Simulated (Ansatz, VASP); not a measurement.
## One calculation of AlN, two programs

```
Al N
1.0
     3.04456    0.00000    0.00000
    -1.52228    2.63667    0.00000
     0.00000    0.00000    4.87902
Al N
2 2
Direct
  0.33333 0.66667 0.99652
  0.66667 0.33333 0.49652
  0.33333 0.66667 0.37848
  0.66667 0.33333 0.87848
```

Change from the starting cell: hydrostatic strain -2.0%.

Alike in both runs: task single point; functional PBE; k mesh 12 × 12 × 6; occupations fermi-dirac, width 0.02 eV; no spin polarisation.

|  | VASP | Ansatz |
| --- | --- | --- |
| version | VASP 6.6.1 | Ansatz 0.2.0 |
| potentials or method | VASP PAW PBE potentials, release 64 (Al, N) | plane waves, PAW |
| plane-wave cutoff (eV) | 520 | 420 |
| valence electrons in the cell | 16 | 16 |

|  | VASP | Ansatz | Ansatz less VASP |
| --- | --- | --- | --- |
| gap on the k mesh at the Fermi level (eV) | 4.78 | 4.77 | -0.015 |
| pressure (GPa) | 18.8 | 19.0 | +0.22 |
| traceless stress, the component that is largest in VASP (GPa) | -0.99 | -1.03 | -0.041 |
| rms of the force components (eV/Å) | 0.004 | 0.004 | +0.0005 |

Atom by atom the forces differ by 0.000 eV/Å (rms over components).
